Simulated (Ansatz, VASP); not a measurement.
**One calculation of Pd, two programs**

INCAR

```
SYSTEM = Pd
  PREC = Accurate
  ENCUT = 520
  EDIFF = 1E-6
  ISMEAR = 0
  SIGMA = 0.15
  LREAL = .FALSE.
  LASPH = .TRUE.
  NELM = 80
  ALGO = Normal
  ISIF = 2
  LWAVE = .FALSE.
  LCHARG = .FALSE.
  GGA = PE
  NBANDS = 11
```

KPOINTS

```
Automatic mesh
0
G
  20 20 20
  0 0 0
```

POSCAR

```
Pd
1.0
    0.0000000000      1.9935225000      2.0421450000
    1.9935225000      0.0000000000      2.0421450000
    1.9935225000      1.9935225000      0.0000000000
Pd
1
Direct
    0.0000000000      0.0000000000      0.0000000000
```

Input for Ansatz:

```yaml
crystal:
  lattice:
    - [0.0, 1.9935225, 2.042145]
    - [1.9935225, 0.0, 2.042145]
    - [1.9935225, 1.9935225, 0.0]
  atoms:
    - { symbol: Pd, position: [0.0, 0.0, 0.0] }
basis:
  ecutwfc: 420
kpoints:
  mp_grid: { grid: [20, 20, 20] }
hamiltonian:
  xc: pbe
scf:
  occupations: { method: gaussian, width: 0.15 }
output:
  forces: true
  stress: true
  eigenvalues: true
```

Change from the starting cell: strain +0.025 along x and y, +0.050 along z, atoms carried along.

Alike in both runs: task single point; functional PBE; k mesh 20 × 20 × 20; occupations gaussian, width 0.15 eV; no spin polarisation.

```csv
,VASP,Ansatz
version,VASP 6.6.1,Ansatz 0.2.0
potentials or method,"VASP PAW PBE potentials, release 64 (Pd), cutoff 520 eV","scalar-relativistic, plane waves, PAW"
valence electrons in the cell,10,18
```

|  | VASP | Ansatz | Ansatz less VASP |
| --- | --- | --- | --- |
| gap on the k mesh at the Fermi level (eV) | none | none | - |
| pressure (GPa) | -8.3 | -8.1 | +0.21 |
| traceless stress, the component that is largest in VASP (GPa) | -0.64 | -0.65 | -0.006 |

A gap of «none» marks a metal or a gap that the smearing closes. The functional is the same, so the differences come from potentials, cutoffs and numerics. VASP's potentials hold 10 valence electrons a cell and Ansatz's 18, so a difference there can come from the potentials and not from the codes.
